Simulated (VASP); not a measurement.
**KFe3H6Se2O14: single point with PBE**

Crystal: KFe3H6Se2O14.

```
K Fe H Se O
1.0
     3.69510    2.13337    5.83267
    -3.69510    2.13337    5.83267
     0.00000   -4.26673    5.83267
K Fe H Se O
1 3 6 2 14
Direct
  0.00000 0.00000 0.00000
  0.50000 0.00000 0.00000
  0.00000 0.50000 0.00000
  0.00000 0.00000 0.50000
  0.31311 0.31311 0.72302
  0.72302 0.31311 0.31311
  0.31311 0.72302 0.31311
  0.27698 0.68689 0.68689
  0.68689 0.68689 0.27698
  0.68689 0.27698 0.68689
  0.31402 0.31402 0.31402
  0.68598 0.68598 0.68598
  0.40911 0.40911 0.40911
  0.59089 0.59089 0.59089
  0.52828 0.15890 0.15890
  0.15890 0.52828 0.15890
  0.15890 0.15890 0.52828
  0.84110 0.84110 0.47172
  0.84110 0.47172 0.84110
  0.47172 0.84110 0.84110
  0.26710 0.26710 0.88702
  0.88702 0.26710 0.26710
  0.26710 0.88702 0.26710
  0.11298 0.73290 0.73290
  0.73290 0.73290 0.11298
  0.73290 0.11298 0.73290
```

| Item | Value |
| --- | --- |
| Program | VASP 6.6.1 |
| Task | single point |
| Functional | PBE |
| Potentials or basis | VASP PAW PBE potentials, release 64 (K_sv, Fe, H, Se, O) |
| Cutoff | 520 eV |
| k mesh | 4 × 4 × 4 |
| Occupations | fermi-dirac, width 0.02 eV |
| Spin | collinear spin, ferromagnetic start |
| Starting moments | [0.0, 5.0, 5.0, 5.0, 0.0, 0.0, 0.0, 0.0, 0.0, 0.0, 0.0, 0.0, 0.0, 0.0, 0.0, 0.0, 0.0, 0.0, 0.0, 0.0, 0.0, 0.0, 0.0, 0.0, 0.0, 0.0] μB |
| Dipole correction | no |
| Further INCAR settings | LREAL = Auto; ALGO = Normal; EDIFF = 1e-06; NBANDS = 90 |

```yaml
Pressure: 2.3 GPa
Largest_force: 0.297 eV/Å
Band_gap_on_the_k_mesh: zero (filled and empty bands overlap)
Net_moment: 13.00 μB per cell
Site_moments: K +0.00; Fe +3.68; H +0.01; Se +0.02; O +0.05, +0.08, +0.14 (each value once) μB
Valence_electrons_inside_the_program's_atomic_spheres: K 7.57; Fe 6.74; H 0.71; Se 4.13; O 5.01, 5.03, 5.11 (each value once)
```

Forces in eV/Å, atoms in the order of the input:
```
K    0.000  0.000  0.000
Fe   0.000  0.000  0.000
Fe   0.000  0.000  0.000
Fe   0.000  0.000  0.000
H    0.000  0.085 -0.038
H   -0.074 -0.042 -0.038
H    0.074 -0.042 -0.038
H    0.074  0.042  0.038
H    0.000 -0.085  0.038
H   -0.074  0.042  0.038
Se   0.000  0.000 -0.053
Se   0.000  0.000  0.053
O    0.000  0.000  0.297
O    0.000  0.000 -0.297
O    0.213  0.123 -0.085
O   -0.213  0.123 -0.085
O    0.000 -0.246 -0.085
O    0.000  0.246  0.085
O    0.213 -0.123  0.085
O   -0.213 -0.123  0.085
O    0.000 -0.052  0.031
O    0.045  0.026  0.031
O   -0.045  0.026  0.031
O   -0.045 -0.026 -0.031
O    0.000  0.052 -0.031
O    0.045 -0.026 -0.031
```

Stress tensor (GPa, compression positive):
```
1.85 0.00 0.00
0.00 1.85 0.00
0.00 0.00 3.13
```

Levels at points of the mesh, in eV from the Fermi level:
Spin up:
```csv
k point,band 70,band 71,band 72,band 73,band 74,band 75,band 76,band 77,band 78,band 79
"(0.00, 0.00, 0.00)",-1.52,-1.40,-1.40,-0.45,-0.45,0.95,2.14,3.02,5.38,5.80
"(0.50, 0.00, 0.00)",-1.56,-0.98,-0.85,-0.68,-0.31,0.28,2.71,2.97,5.59,5.62
"(0.50, 0.50, 0.00)",-1.39,-1.10,-0.93,-0.80,-0.35,0.32,2.80,3.02,5.39,5.55
"(0.50, 0.50, 0.50)",-1.61,-1.46,-1.46,-0.47,-0.47,0.95,2.76,2.93,5.27,5.37
```
Spin down:
| k point | band 58 | band 59 | band 60 | band 61 | band 62 | band 63 | band 64 | band 65 |
| --- | --- | --- | --- | --- | --- | --- | --- | --- |
| (0.00, 0.00, 0.00) | -2.14 | -2.14 | -2.12 | -0.08 | -0.07 | -0.07 | 0.16 | 0.16 |
| (0.50, 0.00, 0.00) | -2.12 | -1.99 | -1.63 | -0.04 | 0.09 | 0.11 | 0.26 | 0.48 |
| (0.50, 0.50, 0.00) | -2.08 | -1.88 | -1.75 | -0.01 | 0.06 | 0.07 | 0.26 | 0.47 |
| (0.50, 0.50, 0.50) | -1.94 | -1.94 | -1.76 | -0.09 | -0.09 | -0.08 | 0.19 | 0.19 |

Run time: 9.4 min on 4 MPI ranks on AMD EPYC 7R13 Processor (Zen 3), on a shared host, peak memory 0.8 GiB a rank.

Caveat: semilocal functionals often make such compounds metallic where correlation or magnetic order opens a gap, which also shifts bond lengths; the run started ferromagnetic, and an antiferromagnetic order may lie lower in energy. With open d or f shells a metallic result of PBE can be an artefact of self-interaction; +U or a hybrid may open a gap.
